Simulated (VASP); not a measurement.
Here is a VASP 6.6.1 calculation.

Contents of INCAR:

```
SYSTEM = SiO2
PREC = Accurate
ENCUT = 520
EDIFF = 1E-6
ISMEAR = -1
SIGMA = 0.02
LREAL = .False.
LASPH = .True.
NELM = 100
ALGO = Normal
ISIF = 2
LWAVE = .False.
LCHARG = .False.
GGA = PE
IBRION = 2
NSW = 80
EDIFFG = -0.02
KPAR = 2
```

The input KPOINTS:

```
Automatic mesh
0
Gamma
  5 5 4
  0 0 0
```

The input POSCAR:

```
SiO2
1.0
    4.8757000000      0.0000000000      0.0000000000
    0.0000000000      4.8757000000      0.0000000000
    0.0000000000      0.0000000000      6.7163000000
Si O
4 8
Direct
    0.3125000000      0.3125000000      0.0000000000
    0.1875000000      0.8125000000      0.2500000000
    0.6875000000      0.6875000000      0.5000000000
    0.8125000000      0.1875000000      0.7500000000
    0.2356000000      0.1269000000      0.1904000000
    0.3731000000      0.7356000000      0.4404000000
    0.7644000000      0.8731000000      0.6904000000
    0.6269000000      0.2644000000      0.9404000000
    0.7356000000      0.3731000000      0.5596000000
    0.8731000000      0.7644000000      0.3096000000
    0.2644000000      0.6269000000      0.0596000000
    0.1269000000      0.2356000000      0.8096000000
```

Potentials or basis: VASP PAW PBE potentials, release 64 (Si, O).

Command:

```console
$ cat potpaw_PBE.64/Si/POTCAR potpaw_PBE.64/O/POTCAR > POTCAR
$ mpirun -np 2 vasp_std > vasp.out
```

(1) What does it give for the band gap on the k mesh?

(2) Estimate the energy gained by relaxing.

Answers

(1) 5.71 eV.

(2) 9.1 meV/atom.
